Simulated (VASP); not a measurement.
# TiO2 (P4_2nm) in VASP: notebook

The runs below take TiO2 through single point, with PBEsol.

All numbers are computed with VASP 6.6.1; they aren't measurements. Logs are shortened: lines on timing, memory, paths and dates and some standing lists are left out, and cuts for length are marked.

## (1) The cell of the first run

The structure is tetragonal, space group P4_2nm (No. 102). The conventional cell has a = 4.591 Å, b = 4.591 Å, c = 2.939 Å, α = 90.00°, β = 90.00°, γ = 90.00°. Within 2.1 Å of Ti (site symmetry 2mm) lie 4 O at 1.60 to 2.04 Å. Within 2.1 Å of O (site symmetry m) lie 2 Ti at 1.60 to 2.04 Å.

## (2) Single point, PBEsol (all Ti atoms moved -0.500 Å, as atom 1 along Cartesian [0 0 1])

Input file INCAR:

```
SYSTEM = TiO2
PREC = Accurate
ENCUT = 520
EDIFF = 1E-7
ISMEAR = 0
SIGMA = 0.05
LREAL = .False.
LASPH = .True.
NELM = 60
ALGO = Normal
ISIF = 2
LWAVE = .False.
LCHARG = .False.
GGA = PS
NBANDS = 33
```

Input file KPOINTS:

```
regular mesh
0
Gamma
  6 6 10
  0 0 0
```

Input file POSCAR:

```
TiO2
1.0
    4.5912476203      0.0000000000      0.0000000000
    0.0000000000      4.5912476203      0.0000000000
    0.0000000000      0.0000000000      2.9389940195
Ti O
2 4
Direct
    0.0000000000      0.0000000000     -0.1701262393
    0.5000000000      0.5000000000      0.3298737607
    0.3044387440      0.3044387440      0.0000000000
    0.1955612560      0.8044387440      0.5000000000
    0.6955612560      0.6955612560      0.0000000000
    0.8044387440      0.1955612560      0.5000000000
```

Potentials or basis: VASP PAW PBE potentials, release 64 (Ti_sv, O).

Run with:

```
> cat potpaw_PBE.64/Ti_sv/POTCAR potpaw_PBE.64/O/POTCAR > POTCAR
> mpirun -np 1 vasp_std > vasp.out
```

OUTCAR:

```text
SYSTEM = TiO2
   PREC = Accurate
   ENCUT = 520
   EDIFF = 1E-7
   ISMEAR = 0
   LREAL = .False.
   LASPH = .True.
   NELM = 60
   ISIF = 2
   GGA = PS

 ion  position               nearest neighbor table
   1  0.000  0.000  0.830-   4 1.60   6 1.60   5 2.04   3 2.04   4 2.34   6 2.34
   2  0.500  0.500  0.330-   3 1.60   5 1.60   4 2.04   6 2.04   3 2.34   5 2.34
   3  0.304  0.304  0.000-   2 1.60   1 2.04   2 2.34
   4  0.196  0.804  0.500-   1 1.60   2 2.04   1 2.34
   5  0.696  0.696  0.000-   2 1.60   1 2.04   2 2.34
   6  0.804  0.196  0.500-   1 1.60   2 2.04   1 2.34

  LATTYP: Found a simple tetragonal cell.
 ALAT       =     4.5912476203
 C/A-ratio  =     0.6401297126

  Lattice vectors:

 A1 = (   4.5912476203,   0.0000000000,   0.0000000000)
 A2 = (   0.0000000000,   4.5912476203,   0.0000000000)
 A3 = (   0.0000000000,   0.0000000000,   2.9389940195)

Analysis of symmetry for initial positions (statically):
=====================================================================
 Subroutine PRICEL returns:
 Original cell was already a primitive cell.

 Routine SETGRP: Setting up the symmetry group for a
 simple tetragonal supercell.

 Subroutine GETGRP returns: Found  8 space group operations
 (whereof  4 operations were pure point group operations)
 out of a pool of 16 trial point group operations.

The static configuration has the point symmetry C_2v.
 The point group associated with its full space group is C_4v.

Analysis of symmetry for dynamics (positions and initial velocities):
=====================================================================
 Subroutine PRICEL returns:
 Original cell was already a primitive cell.

 Routine SETGRP: Setting up the symmetry group for a
 simple tetragonal supercell.

 Subroutine GETGRP returns: Found  8 space group operations
 (whereof  4 operations were pure point group operations)
 out of a pool of 16 trial point group operations.

The dynamic configuration has the point symmetry C_2v.
 The point group associated with its full space group is C_4v.

 Subroutine INISYM returns: Found  8 space group operations
 (whereof  4 operations are pure point group operations),
 and found     1 'primitive' translations

----------------------------------------------------------------------------------------

                                     Primitive cell

  volume of cell :      61.9527

  direct lattice vectors                    reciprocal lattice vectors
     4.591247620  0.000000000  0.000000000     0.217805721  0.000000000  0.000000000
     0.000000000  4.591247620  0.000000000     0.000000000  0.217805721  0.000000000
     0.000000000  0.000000000  2.938994019     0.000000000  0.000000000  0.340252479

  length of vectors
     4.591247620  4.591247620  2.938994019     0.217805721  0.217805721  0.340252479

  position of ions in fractional coordinates (direct lattice)
     0.000000000  0.000000000  0.829873761
     0.500000000  0.500000000  0.329873761
     0.304438744  0.304438744  0.000000000
     0.195561256  0.804438744  0.500000000
     0.695561256  0.695561256  0.000000000
     0.804438744  0.195561256  0.500000000

  ion indices of the primitive-cell ions
   primitive index   ion index
                 1           1
                 2           2
                 3           3
                 4           4
                 5           5
                 6           6

----------------------------------------------------------------------------------------

 KPOINTS: regular mesh

Automatic generation of k-mesh.
 Grid dimensions read from file:
 generate k-points for:    6    6   10

 Generating k-lattice:

  Cartesian coordinates                     Fractional coordinates (reciprocal lattice)
     0.036300954  0.000000000  0.000000000     0.166666667  0.000000000  0.000000000
     0.000000000  0.036300954  0.000000000     0.000000000  0.166666667  0.000000000
     0.000000000  0.000000000  0.034025248     0.000000000  0.000000000  0.100000000

  Length of vectors
     0.036300954  0.036300954  0.034025248

  Shift w.r.t. Gamma in fractional coordinates (k-lattice)
     0.000000000  0.000000000  0.000000000

 Subroutine IBZKPT returns following result:
 ===========================================

 Found     60 irreducible k-points:

 Following reciprocal coordinates:
            Coordinates               Weight
  0.000000  0.000000  0.000000      1.000000
  0.166667  0.000000  0.000000      4.000000
  0.333333  0.000000  0.000000      4.000000
  0.500000  0.000000  0.000000      2.000000
  0.166667  0.166667  0.000000      4.000000
  0.333333  0.166667  0.000000      8.000000
[... 16 lines left out ...]
  0.333333  0.000000  0.200000      8.000000
  0.500000  0.000000  0.200000      4.000000
 [... further k-points ...]
   k-points           NKPTS =     60   k-points in BZ     NKDIM =     60   number of bands    NBANDS=     33
   number of dos      NEDOS =    301   number of ions     NIONS =      6
   total plane-waves  NPLWV =  31104
   dimension x,y,z NGX =    36 NGY =   36 NGZ =   24
   dimension x,y,z NGXF=    72 NGYF=   72 NGZF=   48
   ions per type =               2   4
   NGX,Y,Z   is equivalent  to a cutoff of  13.04, 13.04, 13.58 a.u.
   NGXF,Y,Z  is equivalent  to a cutoff of  26.07, 26.07, 27.15 a.u.
 SYSTEM =  TiO2
   PREC   = accura    normal or accurate (medium, high low for compatibility)
   ISTART =      0    job   : 0-new  1-cont  2-samecut
   ICHARG =      2    charge: 1-file 2-atom 10-const
   ISPIN  =      1    spin polarized calculation?
   LNONCOLLINEAR =      F non collinear calculations
   LSORBIT =      F    spin-orbit coupling
   LASPH  =      T    aspherical Exc in radial PAW
   ENCUT  =  520.0 eV  38.22 Ry    6.18 a.u.   8.54  8.54  5.46*2*pi/ulx,y,z
   NELM   =     60;   NELMIN=  2; NELMDL= -5     # of ELM steps
   EDIFF  = 0.1E-06   stopping-criterion for ELM
   LREAL  =      F    real-space projection
   EDIFFG = 0.1E-05   stopping-criterion for IOM
   NSW    =      0    number of steps for IOM
   IBRION =     -1    ionic relax: 0-MD 1-quasi-New 2-CG
   NFREE  =      0    steps in history (QN), initial steepest desc. (CG)
   ISIF   =      2    stress and relaxation
   ISYM   =      2    0-nonsym 1-usesym 2-fastsym
   POTIM  = 0.5000    time-step for ionic-motion
   TEBEG  =    0.0;   TEEND  =   0.0 temperature during run
   PSTRESS=    0.0 pullay stress
   NELECT =      48.0000    total number of electrons
   NUPDOWN=      -1.0000    fix difference up-down
   EMIN   =  10.00;   EMAX   =-10.00  energy-range for DOS
   EFERMI =   0.00;   METHOD = LEGACY
   ISMEAR =     0;   SIGMA  =   0.05  broadening in eV -4-tet -1-fermi 0-gaus
   EFERMI_NEDOS =   21; number of points for ismear=-14 and -15
   IALGO  =     38    algorithm
   IMIX   =      4    mixing-type and parameters
     AMIX     =   0.40;   BMIX     =  1.00
     AMIX_MAG =   1.60;   BMIX_MAG =  1.00
  volume/ion in A,a.u.               =      10.33        69.68
  Fermi-wavevector in a.u.,A,eV,Ry     =   1.503610  2.841411 30.760636  2.260843
  Thomas-Fermi vector in A             =   2.614698
   LORBIT       =      0    0 simple, 1 ext, 2 COOP (PROOUT), +10 PAW based schemes
   GGA     = PS    functional components
   LHFCALC =     F    Hartree Fock is set to
   AEXX    =    0.0000 exact exchange contribution
   IVDW    =     0    specifies the selected vdW correction
   LEPSILON=     F    determine dielectric tensor
   LRPA    =     F    only Hartree local field effects (RPA)
 non-spin polarized calculation
 Gauss-broadening in eV      SIGMA  =   0.05
  energy-cutoff  :      520.00
  volume of cell :       61.95
 maximum number of plane-waves:      1696
 NGX is ok and might be reduce to    36
   NGX = 17   NGY = 17   NGZ = 11

 number of electron      48.0000021 magnetization

 Free energy of the ion-electron system (eV)
  ---------------------------------------------------
  ext. energy  EPLUGINS =         0.00000000
  ---------------------------------------------------
  free energy    TOTEN  =       -53.35073195 eV

  energy without entropy =      -53.35073195  energy(sigma->0) =      -53.35073195

 E-fermi :   4.1369     XC(G=0): -11.5880

 val. band max:        3.8478440073   @ k =   0.5000   0.5000   0.5000
 cond. band min:       7.7958938275   @ k =   0.5000   0.5000   0.5000
 fundamental gap:      3.9480498202
 Fermi energy:         4.1368843631

 k-point     1 :       0.0000    0.0000    0.0000
  band No.  band energies     occupation
      1     -50.8488      2.00000
      2     -50.8290      2.00000
      3     -27.9093      2.00000
      4     -27.9093      2.00000
      5     -27.4078      2.00000
      6     -27.3546      2.00000
[... 25 lines left out ...]
     32      11.8900      0.00000
     33      12.0117      0.00000

 k-point     2 :       0.1667    0.0000    0.0000
  band No.  band energies     occupation
      1     -50.8475      2.00000
      2     -50.8303      2.00000
      3     -27.9073      2.00000
      4     -27.9072      2.00000
      5     -27.4050      2.00000
      6     -27.3589      2.00000
[... 25 lines left out ...]
     32      11.6075      0.00000
     33      12.2410      0.00000

 k-point     3 :       0.3333    0.0000    0.0000
  band No.  band energies     occupation
      1     -50.8438      2.00000
      2     -50.8339      2.00000
      3     -27.9030      2.00000
      4     -27.9028      2.00000
      5     -27.3969      2.00000
      6     -27.3700      2.00000
[... 25 lines left out ...]
     32      10.8500      0.00000
     33      12.3296      0.00000

 k-point     4 :       0.5000    0.0000    0.0000
  band No.  band energies     occupation
      1     -50.8389      2.00000
      2     -50.8389      2.00000
      3     -27.9007      2.00000
      4     -27.9007      2.00000
      5     -27.3842      2.00000
      6     -27.3842      2.00000
[... 25 lines left out ...]
     32      10.6103      0.00000
     33      12.5414      0.00000

 k-point     5 :       0.1667    0.1667    0.0000
  band No.  band energies     occupation
      1     -50.8463      2.00000
      2     -50.8315      2.00000
      3     -27.9112      2.00000
      4     -27.9020      2.00000
      5     -27.4023      2.00000
      6     -27.3623      2.00000
[... 604 lines left out ...]
 k-point    22 :       0.1667    0.0000    0.2000
  band No.  band energies     occupation
      1     -50.8303      2.00000
      2     -50.8164      2.00000
      3     -27.8695      2.00000
      4     -27.8693      2.00000
      5     -27.5625      2.00000
      6     -27.5278      2.00000
[... 25 lines left out ...]
     32      11.3108      0.00000
     33      12.2719      0.00000

 k-point    23 :       0.3333    0.0000    0.2000
  band No.  band energies     occupation
      1     -50.8273      2.00000
      2     -50.8193      2.00000
      3     -27.8675      2.00000
      4     -27.8670      2.00000
      5     -27.5558      2.00000
      6     -27.5360      2.00000
[... 25 lines left out ...]
     32      10.6029      0.00000
     33      12.7143      0.00000

 k-point    24 :       0.5000    0.0000    0.2000
  band No.  band energies     occupation
      1     -50.8233      2.00000
      2     -50.8233      2.00000
      3     -27.8662      2.00000
      4     -27.8662      2.00000
      5     -27.5463      2.00000
      6     -27.5463      2.00000
[... 25 lines left out ...]
     32      10.6255      0.00000
     33      13.0177      0.00000

 [... further k-points ...]
[... 5 lines left out ...]
  --------------------------------------------------------------------------------------
  -------------------------------------------------------------------------------------
  Total       14.5140874     14.5140874     19.2291289     -0.0000000      0.0000000      0.0000000
  in kB      375.3532511    375.3532511    497.2903798     -0.0000000      0.0000000      0.0000000
  external PRESSURE =     415.9989607 kB  Pullay stress =       0.0000000 kB

 VOLUME and BASIS-vectors are now :
 -----------------------------------------------------------------------------
  energy-cutoff  :      520.00
  volume of cell :       61.95
      direct lattice vectors                 reciprocal lattice vectors
     4.591247620  0.000000000  0.000000000     0.217805721  0.000000000  0.000000000
     0.000000000  4.591247620  0.000000000     0.000000000  0.217805721  0.000000000
     0.000000000  0.000000000  2.938994019     0.000000000  0.000000000  0.340252479

 POSITION                                       TOTAL-FORCE (eV/Angst)
 -----------------------------------------------------------------------------------
      0.00000      0.00000      2.43899         0.000000      0.000000      9.436481
      2.29562      2.29562      0.96950         0.000000      0.000000      9.436481
      1.39775      1.39775      0.00000        -3.751713     -3.751713     -4.718240
      0.89787      3.69338      1.46950         3.751713     -3.751713     -4.718240
      3.19349      3.19349      0.00000         3.751713      3.751713     -4.718240
      3.69338      0.89787      1.46950        -3.751713      3.751713     -4.718240
 -----------------------------------------------------------------------------------
    total drift:                                0.000000      0.000000     -0.000782

  FREE ENERGIE OF THE ION-ELECTRON SYSTEM (eV)
  ---------------------------------------------------
  free  energy   TOTEN  =       -53.3507319535 eV

  energy  without entropy=      -53.3507319535  energy(sigma->0) =      -53.35073195
```

Run time: 98 s. Hardware: 1 thread of Intel Xeon 6975P-C, shared host; peak memory 0.23 GiB.

Results:

* Free energy: -53.3507 eV
* Pressure: 41.6 GPa
* Largest force: 9.436 eV/Å
* Band gap on the k mesh: 3.95 eV, direct

Forces in eV/Å, atoms in the order of the input:
```
Ti   0.000  0.000  9.436
Ti   0.000  0.000  9.436
O   -3.752 -3.752 -4.718
O    3.752 -3.752 -4.718
O    3.752  3.752 -4.718
O   -3.752  3.752 -4.718
```

Stress tensor (GPa, compression positive):
```
37.54  0.00  0.00
 0.00 37.54  0.00
 0.00  0.00 49.73
```

Levels at points of the mesh, in eV from the valence-band top:
```csv
k point,band 21,band 22,band 23,band 24,band 25,band 26,band 27,band 28
"(0.00, 0.00, 0.00)",-1.52,-0.70,-0.70,-0.25,4.77,5.11,5.11,5.46
"(0.50, 0.00, 0.00)",-0.87,-0.87,-0.52,-0.52,4.39,4.39,5.66,5.66
"(0.50, 0.50, 0.00)",-1.67,-1.67,-0.98,-0.98,5.23,5.23,5.89,5.89
"(0.00, 0.00, 0.50)",-2.10,-2.10,-0.77,-0.77,5.37,5.37,5.50,5.50
"(0.50, 0.00, 0.50)",-1.20,-1.20,-1.00,-1.00,4.35,4.35,5.45,5.45
"(0.50, 0.50, 0.50)",-1.25,-0.88,0.00,0.00,3.95,4.97,4.97,4.97
```

Caveat: the cell differs from its parent crystal (all Ti atoms moved -0.500 Å, as atom 1 along Cartesian [0 0 1]); the PAW data sets were made with another functional, which shifts forces and pressure a little.

## (3) Single point, PBEsol (all Ti atoms moved +0.375 Å, as atom 1 along Cartesian [0 0 1])

Input file INCAR:

```
PREC = Accurate ; ENCUT = 520
EDIFF = 1E-6 ; ISMEAR = 0
SIGMA = 0.05 ; LREAL = False
LASPH = True ; NELM = 60
ALGO = Normal ; ISIF = 2
LWAVE = False ; LCHARG = False
GGA = PS ; NBANDS = 33
```

Input file KPOINTS:

```
Automatic mesh
0
Gamma
  6 6 10
```

Edit POSCAR of step 2 so:

```diff
@@ -8,4 +8,4 @@
 Direct
-    0.0000000000      0.0000000000     -0.1701262393
-    0.5000000000      0.5000000000      0.3298737607
+    0.0000000000      0.0000000000      0.1275946795
+    0.5000000000      0.5000000000      0.6275946795
     0.3044387440      0.3044387440      0.0000000000
```

Potentials or basis: VASP PAW PBE potentials, release 64 (Ti_sv, O).

Run with:

```
> cat potpaw_PBE.64/Ti_sv/POTCAR potpaw_PBE.64/O/POTCAR > POTCAR
> mpirun -np 1 vasp_std > vasp.out
```

Wall time 86 s (1 thread of Intel Xeon 6975P-C, shared host); peak memory 0.24 GiB.

The run converged. Its results:

```yaml
Free_energy: -55.0891 eV
Pressure: 22.7 GPa
Largest_force: 4.735 eV/Å
Band_gap_on_the_k_mesh: 3.18 eV, indirect (least direct gap 3.31 eV)
```

Forces on the atoms (eV/Å):
```
Ti   0.000  0.000 -4.735
Ti   0.000  0.000 -4.735
O   -1.789 -1.789  2.367
O    1.789 -1.789  2.367
O    1.789  1.789  2.367
O   -1.789  1.789  2.367
```

Stress tensor (GPa, compression positive):
```
19.45  0.00  0.00
 0.00 19.45  0.00
 0.00  0.00 29.23
```

Levels at points of the mesh, in eV from the valence-band top:
```csv
k point,band 21,band 22,band 23,band 24,band 25,band 26,band 27,band 28
"(0.00, 0.00, 0.00)",-1.65,-0.76,-0.76,0.00,3.94,4.61,4.64,4.64
"(0.50, 0.00, 0.00)",-0.97,-0.97,-0.63,-0.63,3.52,3.52,5.04,5.04
"(0.50, 0.50, 0.00)",-1.88,-1.88,-1.18,-1.18,4.55,4.55,4.72,4.72
"(0.00, 0.00, 0.50)",-2.25,-2.25,-0.91,-0.91,4.54,4.54,4.90,4.90
"(0.50, 0.00, 0.50)",-1.34,-1.34,-0.99,-0.99,3.55,3.55,4.83,4.83
"(0.50, 0.50, 0.50)",-1.74,-0.67,-0.13,-0.13,3.18,4.46,4.46,4.53
```

Caveat: the cell differs from its parent crystal (all Ti atoms moved +0.375 Å, as atom 1 along Cartesian [0 0 1]); the PAW data sets were made with another functional, which shifts forces and pressure a little.
